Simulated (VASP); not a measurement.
Set up this calculation in VASP 6.6.1, as the native input.

- Task: single point
- Functional: LDA
- Potentials or basis: VASP PAW LDA potentials, release 64 (Ga_d, N)
- Cutoff: 520 eV
- k mesh: 8 × 5 × 1
- Occupations: fermi-dirac, width 0.02 eV
- Spin: no spin polarisation
- Dipole correction: yes
- Further INCAR settings: ALGO = Normal; EDIFF = 1e-06; NBANDS = 46

The structure of GaN lies in POSCAR:

```
GaN
1.0
    3.1516728568      0.0000000000      0.0000000000
    0.0000000000      5.1380245888      0.0000000000
    0.0000000000      0.0000000000     19.6392000000
Ga N
4 4
Direct
    0.0000000000      0.0836996701      0.4237263035
    0.5000000000      0.5592037065      0.4440537786
    0.5000000000      0.0592047350      0.5559463162
    0.0000000000      0.5837007103      0.5762737902
    0.0000000000      0.4294104314      0.4090859379
    0.5000000000      0.9276840981      0.4523548405
    0.5000000000      0.4276850967      0.5476451745
    0.0000000000      0.9294115519      0.5909138586
```

One way to write it, as run:

INCAR

```
SYSTEM = GaN
PREC = Accurate
ENCUT = 520
EDIFF = 1E-6
ISMEAR = -1
SIGMA = 0.02
LREAL = .False.
LASPH = .True.
NELM = 80
ALGO = Normal
ISIF = 2
LWAVE = .False.
LCHARG = .False.
LDIPOL = .True.
IDIPOL = 3
DIPOL = 0.5 0.5 0.500
GGA = CA
NBANDS = 46
```

KPOINTS

```
Automatic mesh
0
Gamma
  8 5 1
  0 0 0
```

Potentials or basis: VASP PAW LDA potentials, release 64 (Ga_d, N).

The run is started by

```console
$ cat potpaw_LDA.64/Ga_d/POTCAR potpaw_LDA.64/N/POTCAR > POTCAR
$ mpirun -np 1 vasp_std > vasp.out
```

Results of the run:

```
Largest force          : 0.068 eV/Å
Band gap on the k mesh : 2.00 eV (least direct gap 2.04 eV)
```

Run time: 3.4 min on 1 thread of Intel(R) Xeon(R) Platinum 8488C (Sapphire Rapids), on a shared host, peak memory 0.38 GiB.
